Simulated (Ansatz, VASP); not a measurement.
Ba4Ti4HO11 in VASP and in Ansatz

```
Ba Ti H O
1.0
    -4.00600    4.00600    4.00600
     4.00600   -4.00600    4.00600
     4.00600    4.00600   -4.00600
Ba Ti H O
4 4 1 11
Cartesian
  2.0030 2.0030 2.0030
  2.0030 2.0030 -2.0030
  2.0030 -2.0030 2.0030
  -2.0030 2.0030 2.0030
  0.0000 0.0000 0.0000
  0.0000 0.0000 4.0060
  0.0000 4.0060 0.0000
  4.0060 0.0000 0.0000
  2.0030 0.0000 0.0000
  2.0030 0.0000 4.0060
  2.0030 4.0060 0.0000
  6.0090 0.0000 0.0000
  0.0000 2.0030 0.0000
  0.0000 2.0030 4.0060
  0.0000 6.0090 0.0000
  4.0060 2.0030 0.0000
  0.0000 0.0000 2.0030
  0.0000 0.0000 6.0090
  0.0000 4.0060 2.0030
  4.0060 0.0000 2.0030
```

Alike in both runs: task electric field gradients; functional PBE; k mesh 3 × 3 × 3; occupations fermi-dirac, width 0.01 eV; collinear spin.

|  | VASP | Ansatz |
| --- | --- | --- |
| version | VASP 6.6.1 | Ansatz 0.2.0 |
| potentials or method | VASP PAW PBE potentials, release 64 (Ba_sv, Ti_sv, H, O) | plane-wave PAW, scalar-relativistic |
| plane-wave cutoff (eV) | 520 | 420 |
| valence electrons in the cell | 155 | 155 |

Ansatz gave:

```
pressure (GPa)                                                : 1.7
traceless stress, the component that is largest in VASP (GPa) : 0.23
rms of the force components (eV/Å)                            : 0.531
net moment per atom (μB)                                      : 0.02
size of the moment on the site where the two differ most (μB) : 0.08
size of Vzz on the site where it differs most (V/Å²)          : 54.2
```

**Question.** Which values does VASP return?

**Answer.** Pressure (GPa): 3.4; traceless stress, the component that is largest in VASP (GPa): 0.24; rms of the force components (eV/Å): 0.524; net moment per atom (μB): 0.02; size of the moment on the site where the two differ most (μB): 0.10; size of Vzz on the site where it differs most (V/Å²): 51.0.

Site moments also hang on the region over which each program counts them. Atom by atom the forces differ by 0.010 eV/Å (rms over components). With one functional, cell and mesh, what is left measures potentials, basis and numerics.

The k mesh is coarse, so the values compare programs but aren't converged. Neither program's run includes spin-orbit coupling.
